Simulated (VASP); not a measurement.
A run of VASP 6.6.1 is set up as follows.

File INCAR:

```
PREC = Accurate
ENCUT = 910
EDIFF = 1E-6
ISMEAR = 0
SIGMA = 0.02
LREAL = F
LASPH = T
NELM = 120
ALGO = Normal
ISIF = 2
LWAVE = F
LCHARG = F
GGA = PE
NBANDS = 26
GGA_COMPAT = F
```

File KPOINTS:

```
regular mesh
0
Gamma
  9 9 6
```

POSCAR

```
ZnO
1.0
    3.3460683359      0.0000000000      0.0000000000
   -1.6730341679      2.8977801817      0.0000000000
    0.0000000000      0.0000000000      5.0463850500
Zn O
2 2
Direct
    0.3333333333      0.6666666667      0.0192167262
    0.6666666667      0.3333333333      0.5192167262
    0.3333333333      0.6666666667      0.3628832738
    0.6666666667      0.3333333333      0.8628832738
```

Potentials or basis: VASP PAW PBE potentials, release 64 (Zn, O_h).

Run with:

```console
$ cat potpaw_PBE.64/Zn/POTCAR potpaw_PBE.64/O_h/POTCAR > POTCAR
$ mpirun -np 1 vasp_std > vasp.out
```

Question: Estimate the largest force.

Answer: 3.788 eV/Å.

Question: Estimate the band gap on the k mesh.

Answer: 0.84 eV.

Question: Estimate the pressure.

Answer: 10.9 GPa.

Forces on the atoms (eV/Å):
```
Zn   0.000  0.000 -3.788
Zn   0.000  0.000 -3.788
O    0.000  0.000  3.788
O    0.000  0.000  3.788
```

Caveat: the cell differs from its parent crystal (strained and its atoms moved); the cutoff is under 1.25 times the usual one of these potentials, so pressure, stress and relaxed cells hold a basis-set (Pulay) error; the cell stands under pressure; forces of over 1 eV/Å act on the atoms, so gaps and moduli don't describe the material at rest.
